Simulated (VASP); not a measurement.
Set up this calculation in VASP 6.6.1, as the native input.

| Quantity | Value |
| --- | --- |
| Task | single point |
| Functional | revPBE |
| Potentials or basis | VASP PAW PBE potentials, release 64 (Nb_sv) |
| Cutoff | 520 eV |
| k mesh | 22 × 22 × 22 |
| Occupations | fermi-dirac, width 0.05 eV |
| Spin | collinear spin |
| Starting moments | [1.0] μB |
| Dipole correction | no |
| Further INCAR settings | ALGO = Normal; EDIFF = 1e-06; NBANDS = 16 |

The structure of Nb lies in POSCAR:

```
Nb
1.0
   -1.7034721094      1.7034721094      1.7034721094
    1.7034721094     -1.7034721094      1.7034721094
    1.7034721094      1.7034721094     -1.7034721094
Nb
1
Direct
    0.0000000000      0.0000000000      0.0000000000
```

These files were run (other wordings do the same):

INCAR

```
SYSTEM = Nb
PREC = Accurate
ENCUT = 520
EDIFF = 1E-6
ISMEAR = -1
SIGMA = 0.05
LREAL = .False.
LASPH = .True.
NELM = 150
ALGO = Normal
ISIF = 2
LWAVE = .False.
LCHARG = .False.
ISPIN = 2
MAGMOM = 1
LORBIT = 11
LMAXMIX = 4
GGA = RE
NBANDS = 16
```

KPOINTS

```
Automatic mesh
0
Gamma
  22 22 22
  0 0 0
```

Potentials or basis: VASP PAW PBE potentials, release 64 (Nb_sv).

Command:

```sh
$ cat potpaw_PBE.64/Nb_sv/POTCAR > POTCAR
$ mpirun -np 1 vasp_std > vasp.out
```

Results of the run:

```yaml
Pressure: -10.9 GPa
Net_moment: 0.00 μB per cell
Valence_electrons_inside_the_program's_atomic_spheres: Nb 10.60
```

Caveat: the cell stands under tension; the PAW data sets were made with another functional, which shifts forces and pressure a little.

It took 2.7 min on 1 thread of Intel(R) Xeon(R) Platinum 8259CL CPU @ 2.50GHz (Skylake/Cascade Lake) (shared host), peak memory 0.26 GiB.
